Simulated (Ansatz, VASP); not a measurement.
# Two plane-wave programs on Cs

```xyz
2
Lattice="0.0000 5.6999 5.6999 5.6999 0.0000 5.6999 5.6999 5.6999 0.0000" Properties=species:S:1:pos:R:3 pbc="T T T"
Cs    1.4250    1.4250    1.4250
Cs    9.9748    9.9748    9.9748
```

Alike in both runs: task single point; functional PBE; k mesh 6 × 6 × 6; occupations fermi-dirac, width 0.1 eV; no spin polarisation.

```csv
,VASP,Ansatz
version,VASP 6.6.1,Ansatz 0.2.0
potentials or method,"VASP PAW PBE potentials, release 64 (Cs_sv), cutoff 500 eV","plane waves (420 eV) with PAW, scalar-relativistic"
valence electrons in the cell,18,18
```

```csv
,VASP,Ansatz,Ansatz less VASP
pressure (GPa),0.0,0.0,0.00
```

With one functional, cell and mesh, what is left measures potentials, basis and numerics.

Spin-orbit coupling is off throughout.
